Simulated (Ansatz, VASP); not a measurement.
## Two plane-wave programs on WC

Contents of INCAR:

```
PREC = Accurate
ENCUT = 1300
EDIFF = 1E-6
ISMEAR = 0
SIGMA = 0.15
LREAL = False
LASPH = True
NELM = 120
ALGO = Normal
ISIF = 2
LWAVE = False
LCHARG = False
GGA = PS
NBANDS = 16
GGA_COMPAT = False
```

Contents of KPOINTS:

```
regular mesh
0
Gamma
  24 24 22
```

POSCAR

```
WC
1.0
    2.8984136670      0.0000000000      0.0000000000
   -1.4492068335      2.5100998663      0.0000000000
    0.0000000000      0.0000000000      2.8276119036
W C
1 1
Direct
    0.0000000000      0.0000000000      0.0000000000
    0.6666666667      0.3333333333      0.5000000000
```

Input for Ansatz:

```yaml
crystal:
  lattice:
    - [2.8984136663, 0.0, 0.0]
    - [-1.4492068332, 2.5100998657, 0.0]
    - [0.0, 0.0, 2.827611904]
  atoms:
    - { symbol: W, position: [0.0, 0.0, 0.0] }
    - { symbol: C, position: [0.6666666667, 0.3333333333, 0.5] }
basis:
  ecutwfc: 420
kpoints:
  mp_grid: { grid: [24, 24, 22] }
hamiltonian:
  xc: pbesol
scf:
  occupations: { method: gaussian, width: 0.15 }
output:
  forces: true
  stress: true
  eigenvalues: true
  write_density: true
  write_potential: true
  elf: true
  volumetric_format: npy
```

Alike in both runs: task single point; functional PBEsol; k mesh 24 × 24 × 22; occupations gaussian, width 0.15 eV; no spin polarisation.

|  | VASP | Ansatz |
| --- | --- | --- |
| version | VASP 6.6.1 | Ansatz 0.2.0 |
| potentials or method | VASP PAW PBE potentials, release 64 (W_sv, C_h), cutoff 1300 eV | scalar-relativistic, plane waves, PAW |
| valence electrons in the cell | 18 | 18 |

|  | VASP | Ansatz | Ansatz less VASP |
| --- | --- | --- | --- |
| gap on the k mesh at the Fermi level (eV) | none | none | - |
| pressure (GPa) | 1.2 | 0.0 | -1.18 |
| traceless stress, the component that is largest in VASP (GPa) | -0.01 | -0.19 | -0.186 |

VASP's potentials were made for PBE, not for PBEsol. A gap of «none» marks a metal or a gap that the smearing closes. The functional is the same, so the differences come from potentials, cutoffs and numerics.

Neither program's run includes spin-orbit coupling.
